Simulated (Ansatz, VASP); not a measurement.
# Al in VASP and in Ansatz

File INCAR:

```
SYSTEM = Al
PREC = Accurate ; ENCUT = 520
EDIFF = 1E-7 ; ISMEAR = 0
SIGMA = 0.15 ; LREAL = .False.
LASPH = .True. ; NELM = 80
ALGO = Fast ; ISIF = 2
LWAVE = .False. ; LCHARG = .False.
GGA = PE ; IVDW = 12
NBANDS = 14
```

The input KPOINTS:

```
Automatic mesh
0
Gamma
  18 18 6
  0 0 0
```

The input POSCAR:

```
Al
1.0
    2.8736039757      0.0000000000      0.0000000000
   -1.4368019878      2.4886140434      0.0000000000
    0.0000000000      0.0000000000      9.4349395136
Al
4
Direct
    0.0000000000      0.0000000000      0.0000000000
    0.3333333333      0.6666666667      0.2500000000
    0.0000000000      0.0000000000      0.5000000000
    0.6666666667      0.3333333333      0.7500000000
```

Input for Ansatz:

```yaml
crystal:
  lattice:
    - [2.8736039757, 0.0, 0.0]
    - [-1.4368019878, 2.4886140434, 0.0]
    - [0.0, 0.0, 9.4349395136]
  atoms:
    - { symbol: Al, position: [0.0, 0.0, 0.0] }
    - { symbol: Al, position: [0.3333333333, 0.6666666667, 0.25] }
    - { symbol: Al, position: [0.0, 0.0, 0.5] }
    - { symbol: Al, position: [0.6666666667, 0.3333333333, 0.75] }
basis:
  ecutwfc: 420
kpoints:
  mp_grid: { grid: [18, 18, 6] }
hamiltonian:
  xc: pbe
  dispersion: d3bj
scf:
  occupations: { method: gaussian, width: 0.15 }
output:
  forces: true
  stress: true
  eigenvalues: true
```

Alike in both runs: task single point; functional PBE; dispersion D3(BJ); k mesh 18 × 18 × 6; occupations gaussian, width 0.15 eV; no spin polarisation.

|  | VASP | Ansatz |
| --- | --- | --- |
| version | VASP 6.6.1 | Ansatz 0.2.0 |
| potentials or method | VASP PAW PBE potentials, release 64 (Al), cutoff 520 eV | scalar-relativistic, plane waves, PAW |
| valence electrons in the cell | 12 | 12 |

Ansatz gave:

```
gap on the k mesh at the Fermi level (eV)                     : none
pressure (GPa)                                                : -4.6
traceless stress, the component that is largest in VASP (GPa) : 0.13
```

Question: Estimate VASP's values.

Answer: gap on the k mesh at the Fermi level (eV): none; pressure (GPa): -4.7; traceless stress, the component that is largest in VASP (GPa): 0.13.

A gap of «none» marks a metal or a gap that the smearing closes.
